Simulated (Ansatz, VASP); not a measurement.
# Two plane-wave programs on InSb

```
In Sb
1.0
     0.00000    3.23910    3.23910
     3.52252    0.00000    3.23910
     3.52252    3.23910    0.00000
In Sb
1 1
Direct
  0.00000 0.00000 0.00000
  0.75000 0.75000 0.75000
```

Change from the starting cell: strain +0.0875 x Voigt [1, 0, 0, 0, 0, 0], atoms carried along.

Alike in both runs: task single point; functional PBEsol; k mesh 12 × 12 × 12; occupations gaussian, width 0.15 eV; no spin polarisation.

```csv
,VASP,Ansatz
version,VASP 6.6.1,Ansatz 0.2.0
potentials or method,"VASP PAW PBE potentials, release 64 (In_d, Sb), cutoff 520 eV","scalar-relativistic, plane waves, PAW"
valence electrons in the cell,18,28
```

|  | VASP | Ansatz | Ansatz less VASP |
| --- | --- | --- | --- |
| gap on the k mesh at the Fermi level (eV) | none | none | - |
| pressure (GPa) | -2.4 | -2.4 | -0.01 |
| traceless stress, the component that is largest in VASP (GPa) | -1.76 | -1.76 | +0.001 |

VASP's potentials were made for PBE, not for PBEsol. A gap of «none» marks a metal or a gap that the smearing closes. VASP's potentials hold 18 valence electrons a cell and Ansatz's 28, so a difference there can come from the potentials and not from the codes.

Spin-orbit coupling is off throughout.
